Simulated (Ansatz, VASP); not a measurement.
NiGe: VASP beside Ansatz

POSCAR

```
NiGe
1.0
    2.9332513452      0.0000000000      0.0000000000
    0.0000000000      2.9332513452      0.0000000000
    0.0000000000      0.0000000000      2.9332513452
Ni Ge
1 1
Direct
    0.5000000000      0.5000000000      0.5000000000
    0.0000000000      0.0000000000      0.0000000000
```

INCAR.step1

```
SYSTEM = NiGe
PREC = Accurate
ENCUT = 600
ISMEAR = 0
SIGMA = 0.1
LREAL = .False.
LASPH = .True.
NELM = 100
GGA = PE
ALGO = Normal
EDIFF = 1E-4
LWAVE = .True.
LCHARG = .False.
```

INCAR.step2

```
SYSTEM = NiGe
PREC = Accurate
ENCUT = 600
EDIFF = 1E-7
ISMEAR = 0
SIGMA = 0.1
LREAL = .False.
LASPH = .True.
NELM = 100
ALGO = Normal
ISIF = 3
LWAVE = .False.
LCHARG = .False.
METAGGA = R2SCAN
LMIXTAU = .True.
IBRION = 2
NSW = 100
EDIFFG = -0.01
ISTART = 1
```

The input KPOINTS:

```
regular mesh
0
Gamma
  18 18 18
  0 0 0
```

Input for Ansatz:

```yaml
crystal:
  lattice:
    - [2.9332513452, 0.0, 0.0]
    - [0.0, 2.9332513452, 0.0]
    - [0.0, 0.0, 2.9332513452]
  atoms:
    - { symbol: Ni, position: [0.5, 0.5, 0.5] }
    - { symbol: Ge, position: [0.0, 0.0, 0.0] }
basis:
  ecutwfc: 500
kpoints:
  mp_grid: { grid: [18, 18, 18] }
hamiltonian:
  xc: r2scan
scf:
  occupations: { method: gaussian, width: 0.1 }
output:
  forces: true
  stress: true
  eigenvalues: true
  write_density: true
  write_potential: true
  elf: true
  volumetric_format: npy
relax:
  adjacent_minimum: "off"
  f_tol: 0.01
  max_steps: 80
  cell: { stress_tol: 0.05 }
```

Alike in both runs: task relaxation of cell and atoms; functional r2SCAN; k mesh 18 × 18 × 18; occupations gaussian, width 0.1 eV; no spin polarisation.

|  | VASP | Ansatz |
| --- | --- | --- |
| version | VASP 6.6.1 | Ansatz 0.2.0 |
| potentials or method | VASP PAW PBE potentials, release 64 (Ni, Ge_d), cutoff 600 eV | scalar-relativistic, plane waves, PAW |
| valence electrons in the cell | 24 | 32 |

```tsv
	VASP	Ansatz	Ansatz less VASP
gap on the k mesh at the Fermi level, each at its own relaxed structure (eV)	none	none	-
relaxed volume (Å³/atom)	12.64	12.64	+0.008
relaxed length of the cell vector where the two differ most in proportion (Å)	2.935	2.935	+0.0006
```

VASP's potentials were made for PBE, not for r2SCAN. A gap of «none» marks a metal or a gap that the smearing closes. VASP's potentials hold 24 valence electrons a cell and Ansatz's 32, so a difference there can come from the potentials and not from the codes.
